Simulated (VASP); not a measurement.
Input of a VASP 6.6.1 run:

The input INCAR:

```
SYSTEM = CuO
  PREC = Accurate
  ENCUT = 600
  EDIFF = 1E-6
  ISMEAR = -1
  SIGMA = 0.05
  LREAL = .False.
  LASPH = .True.
  NELM = 60
  ALGO = Normal
  ISIF = 3
  LWAVE = .False.
  LCHARG = .False.
  GGA = PE
  IVDW = 12
  IBRION = 2
  NSW = 60
  EDIFFG = -0.01
```

File KPOINTS:

```
regular mesh
0
Gamma
  10 10 10
  0 0 0
```

File POSCAR:

```
CuO
1.0
    2.5525506100      0.0000000000      0.0000000000
    0.0000000000      2.5525506100      0.0000000000
    0.0000000000      0.0000000000      2.5525506100
Cu O
1 1
Direct
    0.0000000000      0.0000000000      0.0000000000
    0.5000000000      0.5000000000      0.5000000000
```

Potentials or basis: VASP PAW PBE potentials, release 64 (Cu, O).

Command:

```sh
$ cat potpaw_PBE.64/Cu/POTCAR potpaw_PBE.64/O/POTCAR > POTCAR
$ mpirun -np 1 vasp_std > vasp.out
```

**Question.** Estimate the space group after relaxing (to 0.1 Å).

**Answer.** Pm-3m (No. 221).

**Question.** What does it give for the relaxed cell?

**Answer.** a = 2.608 Å, b = 2.608 Å, c = 2.608 Å, α = 90.00°, β = 90.00°, γ = 90.00°.

**Question.** What does it give for the dispersion energy per atom?

**Answer.** -0.324 eV.

Final structure:
```
CELL_PARAMETERS angstrom
2.60823 0.00000 0.00000
0.00000 2.60823 0.00000
0.00000 0.00000 2.60823
ATOMIC_POSITIONS crystal
Cu 0.00000 0.00000 0.00000
O 0.50000 0.50000 0.50000
```

Caveat: an odd number of electrons without spin polarisation forces a metal; a magnetic or distorted state may lie lower.
